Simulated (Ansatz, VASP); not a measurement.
# Sb: VASP beside Ansatz

```
Sb
1.0
     3.14943    0.00000    0.00000
     0.00000    3.14943    0.00000
     0.00000    0.00000    3.14943
Sb
1
Direct
  0.00000 0.00000 0.00000
```

Change from the starting cell: volume scaled by 0.99.

Alike in both runs: task single point; functional PBEsol; k mesh 12 × 12 × 12; occupations fermi-dirac, width 0.08 eV; no spin polarisation.

```csv
,VASP,Ansatz
version,VASP 6.6.1,Ansatz 0.2.0
potentials or method,"VASP PAW PBE potentials, release 64 (Sb), cutoff 520 eV","all-electron LAPW, scalar-relativistic"
```

```csv
,VASP,Ansatz,Ansatz less VASP
pressure (GPa),-4.2,-4.2,-0.03
```

VASP's potentials were made for PBE, not for PBEsol. Ansatz ran all-electron here, and VASP with PAW potentials.

Neither program's run includes spin-orbit coupling.
